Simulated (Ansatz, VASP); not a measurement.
**Sc: VASP beside Ansatz**

Contents of INCAR:

```
SYSTEM = Sc
PREC = Accurate ; ENCUT = 520
EDIFF = 1E-6 ; ISMEAR = 0
SIGMA = 0.15 ; LREAL = .FALSE.
LASPH = .TRUE. ; NELM = 60
ALGO = Fast ; ISIF = 2
LWAVE = .FALSE. ; LCHARG = .TRUE.
GGA = PE ; LELF = .TRUE.
LVHAR = .TRUE. ; NBANDS = 18
```

The input KPOINTS:

```
regular mesh
0
G
  18 18 10
  0 0 0
```

POSCAR

```
Sc
1.0
    3.2095339604      0.0000000000      0.0000000000
   -1.6047669802      2.7795379440      0.0000000000
    0.0000000000      0.0000000000      5.3470200000
Sc
2
Direct
    0.3333333333      0.6666666667      0.2500000000
    0.6666666667      0.3333333333      0.7500000000
```

Input for Ansatz:

```yaml
crystal:
  lattice:
    - [3.2095339604, 0.0, 0.0]
    - [-1.6047669802, 2.779537944, 0.0]
    - [0.0, 0.0, 5.34702]
  atoms:
    - { symbol: Sc, position: [0.3333333333, 0.6666666667, 0.25] }
    - { symbol: Sc, position: [0.6666666667, 0.3333333333, 0.75] }
basis:
  ecutwfc: 420
kpoints:
  mp_grid: { grid: [18, 18, 10] }
hamiltonian:
  xc: pbe
scf:
  occupations: { method: gaussian, width: 0.15 }
output:
  forces: true
  stress: true
  eigenvalues: true
```

Change from the starting cell: strain -0.030 along x and y, +0.015 along z, atoms carried along.

Alike in both runs: task single point; functional PBE; k mesh 18 × 18 × 10; occupations gaussian, width 0.15 eV; no spin polarisation.

|  | VASP | Ansatz |
| --- | --- | --- |
| version | VASP 6.6.1 | Ansatz 0.2.0 |
| potentials or method | VASP PAW PBE potentials, release 64 (Sc_sv), cutoff 520 eV | scalar-relativistic, plane waves, PAW |
| valence electrons in the cell | 22 | 22 |

|  | VASP | Ansatz | Ansatz less VASP |
| --- | --- | --- | --- |
| gap on the k mesh at the Fermi level (eV) | none | none | - |
| pressure (GPa) | 2.2 | 2.2 | -0.04 |
| traceless stress, the component that is largest in VASP (GPa) | -3.40 | -3.40 | +0.004 |

A gap of «none» marks a metal or a gap that the smearing closes.
